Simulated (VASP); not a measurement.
A run of VASP 6.6.1 is set up as follows.

The input INCAR:

```
PREC = Accurate
ENCUT = 520
EDIFF = 1E-6
ISMEAR = 0
SIGMA = 0.1
LREAL = False
LASPH = True
NELM = 80
ALGO = Normal
ISIF = 2
LWAVE = False
LCHARG = False
GGA = PE
NBANDS = 72
```

File KPOINTS:

```
Automatic mesh
0
Gamma
  4 4 1
```

POSCAR

```
Sn2GeO3
1.0
    0.0000000000     -3.5157771000      0.0000000000
   -4.1504001000      0.0000000000      0.0000000000
    0.3149959000      0.0000000000    -14.9064525000
Sn Ge O
4 2 6
Direct
    0.0000000000      0.0005290000      0.9228370000
    0.0000000000      0.0106470000      0.5968280000
    0.0000000000      0.9867250000      0.2503750000
    0.5000000000      0.4991190000      0.4067920000
    0.5000000000      0.5609600000      0.7421110000
    0.5000000000      0.5511240000      0.0682030000
    0.0000000000      0.4818480000      0.9948080000
    0.0000000000      0.4913570000      0.6687540000
    0.0000000000      0.4926690000      0.3185280000
    0.5000000000      0.9607590000      0.0086500000
    0.5000000000      0.9701280000      0.6824980000
    0.5000000000      0.9941340000      0.3396160000
```

Potentials or basis: VASP PAW PBE potentials, release 64 (Sn_d, Ge_d, O).

Command:

```bash
$ cat potpaw_PBE.64/Sn_d/POTCAR potpaw_PBE.64/Ge_d/POTCAR potpaw_PBE.64/O/POTCAR > POTCAR
$ mpirun -np 1 vasp_std > vasp.out
```

**Question.** Predict the largest force.

**Answer.** 0.077 eV/Å.

**Question.** What does it give for the pressure?

**Answer.** 0.2 GPa.

Forces in eV/Å, atoms in the order of the input:
```
Sn  -0.001  0.000  0.076
Sn  -0.002  0.000  0.070
Sn   0.001  0.000  0.077
Sn  -0.001  0.000 -0.071
Ge   0.012  0.000 -0.060
Ge   0.014  0.000 -0.058
O   -0.007  0.000  0.010
O   -0.008  0.000  0.012
O    0.000  0.000  0.021
O   -0.005  0.000 -0.027
O   -0.003  0.000 -0.027
O    0.000  0.000 -0.024
```

Caveat: the k points lie up to 0.45 Å⁻¹ apart.
